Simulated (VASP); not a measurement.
Set up this calculation in VASP 6.6.1, as the native input.

| Property | Result |
| --- | --- |
| Task | single point |
| Functional | PBE |
| Potentials or basis | VASP PAW PBE potentials, release 64 (Co) |
| Cutoff | 520 eV |
| k mesh | 18 × 18 × 17 |
| Occupations | fermi-dirac, width 0.1 eV |
| Spin | collinear spin, ferromagnetic start |
| Starting moments | [1.7] μB |
| Dipole correction | no |
| Further INCAR settings | ALGO = Normal; EDIFF = 1e-06; NBANDS = 14 |

The structure of Co lies in POSCAR:

```
Co
1.0
    2.4484686119      0.0000000000      0.0000000000
   -1.2242343060      2.1204360183      0.0000000000
    0.0000000000      0.0000000000      2.3153972186
Co
1
Direct
    0.0000000000      0.0000000000      0.0000000000
```

The input as run:

INCAR

```
PREC = Accurate
ENCUT = 520
EDIFF = 1E-6
ISMEAR = -1
SIGMA = 0.1
LREAL = False
LASPH = True
NELM = 150
ALGO = Normal
ISIF = 2
LWAVE = False
LCHARG = False
ISPIN = 2
MAGMOM = 1.7
LORBIT = 11
LMAXMIX = 4
GGA = PE
NBANDS = 14
```

KPOINTS

```
regular mesh
0
Gamma
  18 18 17
```

Potentials or basis: VASP PAW PBE potentials, release 64 (Co).

The run is started by

```sh
$ cat potpaw_PBE.64/Co/POTCAR > POTCAR
$ mpirun -np 1 vasp_std > vasp.out
```

Results of the run:

```json
{
  "Pressure": "-0.7 GPa",
  "Net moment": "1.76 μB per cell",
  "Site moments": "Co +1.77 μB",
  "Valence electrons inside the program's atomic spheres": "Co 8.19"
}
```

It took 60 s on 1 thread of Intel(R) Xeon(R) Platinum 8559C (Emerald Rapids), on a shared host, peak memory 0.19 GiB.
